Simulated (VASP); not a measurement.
Crystal: NaH.

```xyz
6
Lattice="1.4740 0.8510 7.5689 -1.4740 0.8510 7.5689 0.0000 -1.7020 7.5689" Properties=species:S:1:pos:R:3 pbc="T T T"
Na    0.0000    0.0000   11.3533
Na    0.0000    0.0000   14.0488
Na    0.0000    0.0000    8.6578
H     0.0000    0.0000    0.0000
H     0.0000    0.0000   17.6347
H     0.0000    0.0000    5.0718
```

The cell was generated, and may not be a known phase.

* Program: VASP 6.6.1
* Task: relaxation of cell and atoms
* Functional: PBE
* Potentials or basis: VASP PAW PBE potentials, release 64 (Na_pv, H)
* Cutoff: 600 eV
* k mesh: 6 × 6 × 6
* Occupations: gaussian, width 0.1 eV
* Spin: no spin polarisation

At the start: pressure 20.3 GPa; volume 9.49 Å³/atom.

Where does the relaxation end?

Over 10 steps the energy falls by 236.8 meV/atom and the volume is 14.17 Å³/atom (+49.3 %); space group R-3m (No. 166, to 0.1 Å) before and after.

The path:
```
step  energy change (eV)  largest force (eV/Å)  pressure (GPa)  volume (Å³)
   1              0.0000                1.2762           20.29        56.96
   2             -1.0098                0.5006            8.44        67.46
   3             -1.3750                0.0871            2.25        78.21
   4             -1.4115                0.1313            0.58        82.77
   5             -1.4128                0.1410            0.23        83.91
   6             -1.4123                0.1460            0.03        84.52
   7             -1.4168                0.1106           -0.07        84.87
   8             -1.4199                0.0540           -0.24        85.43
   9             -1.4200                0.0477           -0.26        85.50
  10             -1.4209                0.0344           -0.13        85.04
```

Final structure:
```yaml
crystal:
  lattice:
    - [1.68118, 0.97063, 8.68525]
    - [-1.68118, 0.97063, 8.68525]
    - [0.00000, -1.94125, 8.68525]
  atoms:
    - { symbol: Na, position: [0.50000, 0.50000, 0.50000] }
    - { symbol: Na, position: [0.61318, 0.61318, 0.61318] }
    - { symbol: Na, position: [0.38682, 0.38682, 0.38682] }
    - { symbol: H, position: [0.00000, 0.00000, 0.00000] }
    - { symbol: H, position: [0.77625, 0.77625, 0.77625] }
    - { symbol: H, position: [0.22375, 0.22375, 0.22375] }
```

Caveat: the volume moved by over 15 % at a fixed basis, so the end points are rough.
